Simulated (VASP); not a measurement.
The system is CuO.

```xyz
4
Lattice="2.3102 -1.6882 0.0000 2.3102 1.6882 0.0000 -0.8385 0.0000 4.9895" Properties=species:S:1:pos:R:3 pbc="T T T"
Cu    0.7358   -0.8441    2.4948
Cu    1.1551    0.8441    0.0000
O     1.6813    0.2755    3.7421
O     2.1006   -0.2755    1.2474
```

Base run:

* Program: VASP 6.6.1
* Functional: revPBE
* Dispersion: D3(BJ)
* Potentials or basis: VASP PAW PBE potentials, release 64 (Cu, O)
* Cutoff: 520 eV
* k mesh: 10 × 10 × 5
* Occupations: fermi-dirac, width 0.05 eV
* Spin: no spin polarisation

Its results: band gap on the k mesh zero (bands 17 and 18 overlap by 0.60 eV); pressure 9.5 GPa; largest force 0.029 eV/Å.

The run is repeated on the same cell with these changes: functional from revPBE to r2SCAN; dispersion from D3(BJ) to none. What comes out?

Band gap on the k mesh zero (bands 17 and 18 overlap by 0.59 eV); pressure 8.0 GPa; largest force 0.100 eV/Å.

Several settings changed at once.

Caveats: the cell stands under pressure; the PAW data sets were made with another functional, which shifts forces and pressure a little; semilocal functionals often make such compounds metallic where correlation or magnetic order opens a gap, which also shifts bond lengths.
